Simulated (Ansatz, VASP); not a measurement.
## Cu in VASP and in Ansatz

```
Cu
1.0
    -1.45107    1.45107    1.35901
     1.45107   -1.45107    1.35901
     1.45107    1.45107   -1.35901
Cu
1
Direct
  0.00000 0.00000 0.00000
```

Alike in both runs: functional r2SCAN; k mesh 4 × 4 × 4; occupations gaussian, width 0.1 eV; no spin polarisation.

Ansatz relaxed the structure, and its values are those at the end. VASP's run is a single point on that final structure, the one shown.

|  | VASP | Ansatz |
| --- | --- | --- |
| version | VASP 6.6.1 | Ansatz 0.2.0 |
| potentials or method | VASP PAW PBE potentials, release 64 (Cu), cutoff 520 eV | scalar-relativistic, plane waves, PAW |
| valence electrons in the cell | 11 | 19 |

Ansatz gave:

- gap on the k mesh at the Fermi level (eV): none
- pressure (GPa): 0.0

Which values does VASP return?

gap on the k mesh at the Fermi level (eV): none; pressure (GPa): 0.5.

VASP's potentials were made for PBE, not for r2SCAN. A gap of «none» marks a metal or a gap that the smearing closes. VASP's potentials hold 11 valence electrons a cell and Ansatz's 19, so a difference there can come from the potentials and not from the codes.

The k mesh is coarse, so the values compare programs but aren't converged.
